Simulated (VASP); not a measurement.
# InAs (P6_3/mmc) in VASP: relaxation of cell and atoms with r2SCAN

Aim: the relaxation of cell and atoms of InAs with r2SCAN.

Everything below comes from runs of VASP 6.6.1. Logs are shortened: lines on timing, memory, paths and dates and some standing lists are left out, and cuts for length are marked.

### 1 The cell of the first run

The structure is hexagonal, space group P6_3/mmc (No. 194). Conventional cell: a = 4.728 Å, b = 4.728 Å, c = 5.897 Å, α = 90.00°, β = 90.00°, γ = 120.00°. Within 3.6 Å of In (site symmetry -6m2) lie 5 As at 2.73 to 2.95 Å. As (site symmetry -6m2) has 5 In at 2.73 to 2.95 Å within 3.6 Å.

### 2 Relaxation of cell and atoms, r2SCAN

POSCAR reads:

```
InAs
1.0
    4.7278667491      0.0000000000      0.0000000000
   -2.3639333745      4.0944527104      0.0000000000
    0.0000000000      0.0000000000      5.8965257475
In As
2 2
Direct
    0.3333333333      0.6666666667      0.2500000000
    0.6666666667      0.3333333333      0.7500000000
    0.6666666667      0.3333333333      0.2500000000
    0.3333333333      0.6666666667      0.7500000000
```

INCAR.step1 reads:

```
  PREC = Accurate
  ENCUT = 600
  ISMEAR = -1
  SIGMA = 0.02
  LREAL = F
  LASPH = T
  NELM = 100
  GGA = PE
  ALGO = Normal
  EDIFF = 1E-4
  LWAVE = T
  LCHARG = F
```

INCAR.step2 reads:

```
  PREC = Accurate
  ENCUT = 600
  EDIFF = 1E-7
  ISMEAR = -1
  SIGMA = 0.02
  LREAL = F
  LASPH = T
  NELM = 100
  ALGO = Normal
  ISIF = 3
  LWAVE = F
  LCHARG = F
  METAGGA = R2SCAN
  LMIXTAU = T
  IBRION = 2
  NSW = 80
  EDIFFG = -0.005
  ISTART = 1
```

KPOINTS reads:

```
regular mesh
0
Gamma
  6 6 4
```

Potentials or basis: VASP PAW PBE potentials, release 64 (In_d, As).

Command:

```bash
> cat potpaw_PBE.64/In_d/POTCAR potpaw_PBE.64/As/POTCAR > POTCAR
> cp INCAR.step1 INCAR
> mpirun -np 1 vasp_std > vasp.out
> cp INCAR.step2 INCAR
> mpirun -np 1 vasp_std > vasp.out
```

OUTCAR:

```text
PREC = Accurate
   ENCUT = 600
   EDIFF = 1E-7
   ISMEAR = -1
   LREAL = F
   LASPH = T
   NELM = 100
   ISIF = 3
   METAGGA = R2SCAN
   IBRION = 2
   NSW = 80
   EDIFFG = -0.005
   ISTART = 1

 ion  position               nearest neighbor table
   1  0.333  0.667  0.250-   3 2.73   3 2.73   3 2.73   4 2.95   4 2.95   2 4.02   2 4.02   2 4.02
                             2 4.02   2 4.02   2 4.02
   2  0.667  0.333  0.750-   4 2.73   4 2.73   4 2.73   3 2.95   3 2.95   1 4.02   1 4.02   1 4.02
                             1 4.02   1 4.02   1 4.02
   3  0.667  0.333  0.250-   1 2.73   1 2.73   1 2.73   2 2.95   2 2.95
   4  0.333  0.667  0.750-   2 2.73   2 2.73   2 2.73   1 2.95   1 2.95

  LATTYP: Found a hexagonal cell.
 ALAT       =     4.7278667491
 C/A-ratio  =     1.2471852657

  Lattice vectors:

 A1 = (   4.7278667491,   0.0000000000,   0.0000000000)
 A2 = (  -2.3639333745,   4.0944527104,   0.0000000000)
 A3 = (   0.0000000000,   0.0000000000,   5.8965257475)

Analysis of symmetry for initial positions (statically):
=====================================================================
 Subroutine PRICEL returns:
 Original cell was already a primitive cell.

 Routine SETGRP: Setting up the symmetry group for a
 hexagonal supercell.

 Subroutine GETGRP returns: Found 24 space group operations
 (whereof 12 operations were pure point group operations)
 out of a pool of 24 trial point group operations.

The static configuration has the point symmetry D_3d.
 The point group associated with its full space group is D_6h.

Analysis of symmetry for dynamics (positions and initial velocities):
=====================================================================
 Subroutine PRICEL returns:
 Original cell was already a primitive cell.

 Routine SETGRP: Setting up the symmetry group for a
 hexagonal supercell.

 Subroutine GETGRP returns: Found 24 space group operations
 (whereof 12 operations were pure point group operations)
 out of a pool of 24 trial point group operations.

The dynamic configuration has the point symmetry D_3d.
 The point group associated with its full space group is D_6h.

 Subroutine INISYM returns: Found 24 space group operations
 (whereof 12 operations are pure point group operations),
 and found     1 'primitive' translations

----------------------------------------------------------------------------------------

                                     Primitive cell

  volume of cell :     114.1451

  direct lattice vectors                    reciprocal lattice vectors
     4.727866749  0.000000000  0.000000000     0.211511883  0.122116443  0.000000000
    -2.363933375  4.094452710  0.000000000     0.000000000  0.244232885  0.000000000
     0.000000000  0.000000000  5.896525748     0.000000000  0.000000000  0.169591390

  length of vectors
     4.727866749  4.727866749  5.896525748     0.244232885  0.244232885  0.169591390

  position of ions in fractional coordinates (direct lattice)
     0.333333333  0.666666667  0.250000000
     0.666666667  0.333333333  0.750000000
     0.666666667  0.333333333  0.250000000
     0.333333333  0.666666667  0.750000000

  ion indices of the primitive-cell ions
   primitive index   ion index
                 1           1
                 2           2
                 3           3
                 4           4

----------------------------------------------------------------------------------------

 KPOINTS: regular mesh

Automatic generation of k-mesh.
 Grid dimensions read from file:
 generate k-points for:    6    6    4

 Generating k-lattice:

  Cartesian coordinates                     Fractional coordinates (reciprocal lattice)
     0.035251981  0.020352740  0.000000000     0.166666667  0.000000000  0.000000000
     0.000000000  0.040705481  0.000000000     0.000000000  0.166666667  0.000000000
     0.000000000  0.000000000  0.042397848     0.000000000  0.000000000  0.250000000

  Length of vectors
     0.040705481  0.040705481  0.042397848

  Shift w.r.t. Gamma in fractional coordinates (k-lattice)
     0.000000000  0.000000000  0.000000000

 Subroutine IBZKPT returns following result:
 ===========================================

 Found     21 irreducible k-points:

 Following reciprocal coordinates:
            Coordinates               Weight
  0.000000  0.000000  0.000000      1.000000
  0.166667  0.000000  0.000000      6.000000
  0.333333  0.000000  0.000000      6.000000
  0.500000  0.000000  0.000000      3.000000
  0.166667  0.166667  0.000000      6.000000
  0.333333  0.166667  0.000000     12.000000
[... 13 lines left out ...]
  0.333333  0.166667  0.500000     12.000000
  0.333333  0.333333  0.500000      2.000000
   k-points           NKPTS =     21   k-points in BZ     NKDIM =     21   number of bands    NBANDS=     22
   number of dos      NEDOS =    301   number of ions     NIONS =      4
   total plane-waves  NPLWV =  76800
   dimension x,y,z NGX =    40 NGY =   40 NGZ =   48
   dimension x,y,z NGXF=    80 NGYF=   80 NGZF=   96
   ions per type =               2   2
   NGX,Y,Z   is equivalent  to a cutoff of  14.07, 14.07, 13.53 a.u.
   NGXF,Y,Z  is equivalent  to a cutoff of  28.13, 28.13, 27.07 a.u.
 SYSTEM =  unknown system
   PREC   = accura    normal or accurate (medium, high low for compatibility)
   ISTART =      1    job   : 0-new  1-cont  2-samecut
   ICHARG =      0    charge: 1-file 2-atom 10-const
   ISPIN  =      1    spin polarized calculation?
   LNONCOLLINEAR =      F non collinear calculations
   LSORBIT =      F    spin-orbit coupling
   LASPH  =      T    aspherical Exc in radial PAW
   ENCUT  =  600.0 eV  44.10 Ry    6.64 a.u.   9.44  9.44 11.78*2*pi/ulx,y,z
   NELM   =    100;   NELMIN=  2; NELMDL=  0     # of ELM steps
   EDIFF  = 0.1E-06   stopping-criterion for ELM
   LREAL  =      F    real-space projection
   EDIFFG = -.5E-02   stopping-criterion for IOM
   NSW    =     80    number of steps for IOM
   IBRION =      2    ionic relax: 0-MD 1-quasi-New 2-CG
   NFREE  =      1    steps in history (QN), initial steepest desc. (CG)
   ISIF   =      3    stress and relaxation
   ISYM   =      2    0-nonsym 1-usesym 2-fastsym
   POTIM  = 0.5000    time-step for ionic-motion
   TEBEG  =    0.0;   TEEND  =   0.0 temperature during run
   PSTRESS=    0.0 pullay stress
   NELECT =      36.0000    total number of electrons
   NUPDOWN=      -1.0000    fix difference up-down
   EMIN   =  10.00;   EMAX   =-10.00  energy-range for DOS
   EFERMI =   0.00;   METHOD = LEGACY
   ISMEAR =    -1;   SIGMA  =   0.02  broadening in eV -4-tet -1-fermi 0-gaus
   EFERMI_NEDOS =   21; number of points for ismear=-14 and -15
   IALGO  =     38    algorithm
   IMIX   =      4    mixing-type and parameters
     AMIX     =   0.40;   BMIX     =  1.00
     AMIX_MAG =   1.60;   BMIX_MAG =  1.00
  volume/ion in A,a.u.               =      28.54       192.57
  Fermi-wavevector in a.u.,A,eV,Ry     =   1.114354  2.105824 16.895513  1.241785
  Thomas-Fermi vector in A             =   2.250948
   LORBIT       =      0    0 simple, 1 ext, 2 COOP (PROOUT), +10 PAW based schemes
   METAGGA = R2SCAN    functional components
   LHFCALC =     F    Hartree Fock is set to
   AEXX    =    0.0000 exact exchange contribution
   IVDW    =     0    specifies the selected vdW correction
   LEPSILON=     F    determine dielectric tensor
   LRPA    =     F    only Hartree local field effects (RPA)
 conjugate gradient relaxation of ions
 non-spin polarized calculation
  energy-cutoff  :      600.00
  volume of cell :      114.15
 maximum number of plane-waves:      3852
 NGX is ok and might be reduce to    40
   NGX = 19   NGY = 19   NGZ = 23

--------------------------------------- Ionic step        1  -------------------------------------------

 number of electron      35.9999996 magnetization

 Free energy of the ion-electron system (eV)
  ---------------------------------------------------
  ext. energy  EPLUGINS =         0.00000000
  ---------------------------------------------------
  free energy    TOTEN  =       -75.00146676 eV

  energy without entropy =      -74.99375855  energy(sigma->0) =      -74.99761266

 E-fermi :   4.0893     XC(G=0):  -9.5511

 val. band max:        4.0876586059   @ k =   0.3333   0.1667   0.5000
 cond. band min:       4.1096151965   @ k =   0.0000   0.0000   0.0000
 fundamental gap:      0.0219565907
 Fermi energy:         4.0893347766

 k-point     1 :       0.0000    0.0000    0.0000
  band No.  band energies     occupation
      1     -11.0473      2.00000
      2     -10.8468      2.00000
      3     -10.8467      2.00000
      4     -10.8460      2.00000
      5     -10.8460      2.00000
      6     -10.8131      2.00000
[... 14 lines left out ...]
     21       7.3088      0.00000
     22       7.3088      0.00000

 k-point     2 :       0.1667    0.0000    0.0000
  band No.  band energies     occupation
      1     -11.0421      2.00000
      2     -10.8676      2.00000
      3     -10.8420      2.00000
      4     -10.8381      2.00000
      5     -10.8341      2.00000
      6     -10.8091      2.00000
[... 768 lines left out ...]
 VOLUME and BASIS-vectors are now :
 -----------------------------------------------------------------------------
  energy-cutoff  :      600.00
  volume of cell :      110.35
      direct lattice vectors                 reciprocal lattice vectors
     4.607970667 -0.000000000 -0.000000000     0.217015270  0.125293825 -0.000000000
    -2.303985334  3.990619658  0.000000000     0.000000000  0.250587649  0.000000000
     0.000000000 -0.000000000  6.001156499    -0.000000000 -0.000000000  0.166634548

 POSITION                                       TOTAL-FORCE (eV/Angst)
 -----------------------------------------------------------------------------------
     -0.00000      2.66041      1.50029        -0.000000      0.000000      0.000000
      2.30399      1.33021      4.50087         0.000000     -0.000000     -0.000000
      2.30399      1.33021      1.50029        -0.000000      0.000000     -0.000000
     -0.00000      2.66041      4.50087        -0.000000     -0.000000     -0.000000
 -----------------------------------------------------------------------------------
    total drift:                                0.000000     -0.000000      0.000000

  FREE ENERGIE OF THE ION-ELECTRON SYSTEM (eV)
  ---------------------------------------------------
  free  energy   TOTEN  =       -75.0428788965 eV

  energy  without entropy=      -75.0400931401  energy(sigma->0) =      -75.04148602

--------------------------------------- Ionic step        9  -------------------------------------------

 number of electron      36.0000013 magnetization

 Free energy of the ion-electron system (eV)
  ---------------------------------------------------
  ext. energy  EPLUGINS =         0.00000000
  ---------------------------------------------------
  free energy    TOTEN  =       -75.04289049 eV

  energy without entropy =      -75.04008157  energy(sigma->0) =      -75.04148603

 E-fermi :   4.4403     XC(G=0):  -9.7025

 val. band max:        4.4325554553   @ k =   0.1667   0.1667   0.2500
 cond. band min:       4.5073634410   @ k =   0.5000   0.0000   0.0000
 fundamental gap:      0.0748079858
 Fermi energy:         4.4403371480

 k-point     1 :       0.0000    0.0000    0.0000
  band No.  band energies     occupation
      1     -10.8126      2.00000
      2     -10.6196      2.00000
      3     -10.6196      2.00000
      4     -10.6194      2.00000
      5     -10.6193      2.00000
      6     -10.5769      2.00000
[... 14 lines left out ...]
     21       7.7412      0.00000
     22       7.7412      0.00000

 k-point     2 :       0.1667    0.0000    0.0000
  band No.  band energies     occupation
      1     -10.8091      2.00000
      2     -10.6415      2.00000
      3     -10.6119      2.00000
      4     -10.6077      2.00000
      5     -10.6048      2.00000
      6     -10.5710      2.00000
[... 502 lines left out ...]
 VOLUME and BASIS-vectors are now :
 -----------------------------------------------------------------------------
  energy-cutoff  :      600.00
  volume of cell :      110.36
      direct lattice vectors                 reciprocal lattice vectors
     4.608983265 -0.000000000 -0.000000000     0.216967592  0.125266298 -0.000000000
    -2.304491632  3.991496593  0.000000000     0.000000000  0.250532595 -0.000000000
     0.000000000  0.000000000  5.998654682    -0.000000000 -0.000000000  0.166704045

 POSITION                                       TOTAL-FORCE (eV/Angst)
 -----------------------------------------------------------------------------------
     -0.00000      2.66100      1.49966        -0.000000      0.000000     -0.000000
      2.30449      1.33050      4.49899         0.000000      0.000000      0.000000
      2.30449      1.33050      1.49966         0.000000     -0.000000     -0.000000
     -0.00000      2.66100      4.49899        -0.000000     -0.000000     -0.000000
 -----------------------------------------------------------------------------------
    total drift:                                0.000000     -0.000000      0.000000

  FREE ENERGIE OF THE ION-ELECTRON SYSTEM (eV)
  ---------------------------------------------------
  free  energy   TOTEN  =       -75.0428904916 eV

  energy  without entropy=      -75.0400815669  energy(sigma->0) =      -75.04148603

 reached required accuracy - stopping structural energy minimisation
```

It took 26 min on 1 thread of Intel Xeon Platinum 8259CL at 2.50GHz (Skylake/Cascade Lake), shared host; peak memory 0.32 GiB.

What came out:

| Property | Result |
| --- | --- |
| Free energy | -75.0429 eV |
| Relaxed volume | 27.59 Å³/atom |
| Relaxed cell | a = 4.609 Å, b = 4.609 Å, c = 5.999 Å, α = 90.00°, β = 90.00°, γ = 120.00° |
| Space group after relaxing (to 0.05 Å) | P6_3/mmc (No. 194) |
| Energy gained by relaxing | 10.4 meV/atom |
| Ionic steps | 9 |
| Pressure after relaxing | 0.0 GPa |
| Band gap on the k mesh | zero (band 18 reaches 4.66 eV, above the bottom of band 19 at 3.75 eV) |

The path:
```tsv
step	energy change (eV)	largest force (eV/Å)	pressure (GPa)	volume (Å³)
1	0.0000	0.0000	-1.91	114.15
2	-0.0277	0.0000	0.74	108.61
3	-0.0298	0.0000	0.19	109.70
4	-0.0350	0.0000	0.23	109.69
5	-0.0406	0.0000	0.37	109.64
6	-0.0406	0.0000	-0.34	111.03
7	-0.0414	0.0000	0.02	110.34
8	-0.0414	0.0000	0.00	110.35
9	-0.0414	0.0000	0.00	110.36
```

Final structure:
```xyz
4
Lattice="4.6090 0.0000 0.0000 -2.3045 3.9915 0.0000 0.0000 0.0000 5.9987" Properties=species:S:1:pos:R:3 pbc="T T T"
In    0.0000    2.6610    1.4997
In    2.3045    1.3305    4.4990
As    2.3045    1.3305    1.4997
As    0.0000    2.6610    4.4990
```

Levels at points of the mesh, in eV from the Fermi level:
```
           k point  band 16  band 17  band 18  band 19  band 20  band 21
(0.00, 0.00, 0.00)    -2.02    -0.44    -0.44    -0.11     0.28     3.30
(0.50, 0.00, 0.00)    -3.14    -1.72    -1.29     0.07     2.55     5.16
(0.00, 0.00, 0.50)    -1.28    -1.28    -1.28     0.72     0.72     3.82
(0.50, 0.00, 0.50)    -2.37    -0.50    -0.50     1.96     1.96     3.20
```

Caveat: the PAW data sets were made with another functional, which shifts forces and pressure a little; spin-orbit coupling is left out, which moves the levels of the heavy elements.
